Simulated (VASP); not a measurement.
# C: relaxation of cell and atoms with PBE

Crystal: C.

```
CELL_PARAMETERS angstrom
-2.06156 2.06156 2.06156
2.06156 -2.06156 2.06156
2.06156 2.06156 -2.06156
ATOMIC_POSITIONS crystal
C 0.75000 0.75000 0.75000
C 0.50000 0.00000 0.75000
C 0.00000 0.75000 0.50000
C 0.75000 0.50000 0.00000
```

```yaml
Program: VASP 6.6.1
Task: relaxation of cell and atoms
Functional: PBE
Potentials_or_basis: VASP PAW PBE potentials, release 64 (C)
Cutoff: 600 eV
k_mesh: 16 × 16 × 16
Occupations: gaussian, width 0.1 eV
Spin: no spin polarisation
Dipole_correction: no
Further_INCAR_settings: ALGO = Normal; EDIFF = 1e-06; IBRION = 2; EDIFFG = -0.01; NSW = 100; ISIF = 3
```

| Property | Result |
| --- | --- |
| Pressure after relaxing | -0.1 GPa |
| Band gap on the k mesh | zero (band 8 reaches 6.06 eV, above the bottom of band 9 at 2.10 eV) |

Final structure:
```cif
data_structure
_symmetry_space_group_name_H-M 'P 1'
_symmetry_Int_Tables_number 1
_cell_length_a 3.5707
_cell_length_b 3.5707
_cell_length_c 3.5707
_cell_angle_alpha 109.471
_cell_angle_beta 109.471
_cell_angle_gamma 109.471
_cell_volume 35.05
loop_
_atom_site_label
_atom_site_type_symbol
_atom_site_fract_x
_atom_site_fract_y
_atom_site_fract_z
_atom_site_occupancy
C1 C 0.75000 0.75000 0.75000 1
C2 C 0.50000 0.00000 0.75000 1
C3 C 0.00000 0.75000 0.50000 1
C4 C 0.75000 0.50000 0.00000 1
```

Levels at points of the mesh, in eV from the Fermi level:
```csv
k point,band 6,band 7,band 8,band 9,band 10,band 11
"(0.00, 0.00, 0.00)",-7.02,-2.38,-2.38,-2.38,6.04,6.84
"(0.50, 0.00, 0.00)",-6.41,-1.32,0.24,0.29,3.14,7.04
"(0.50, 0.50, 0.50)",-7.61,0.80,1.58,1.58,1.58,9.14
```

Run time: 37 s on 1 thread of Intel(R) Xeon(R) 6975P-C (Granite Rapids) (shared host), peak memory 0.19 GiB.

Caveat: the relaxation stopped at its first step, so nothing moved.
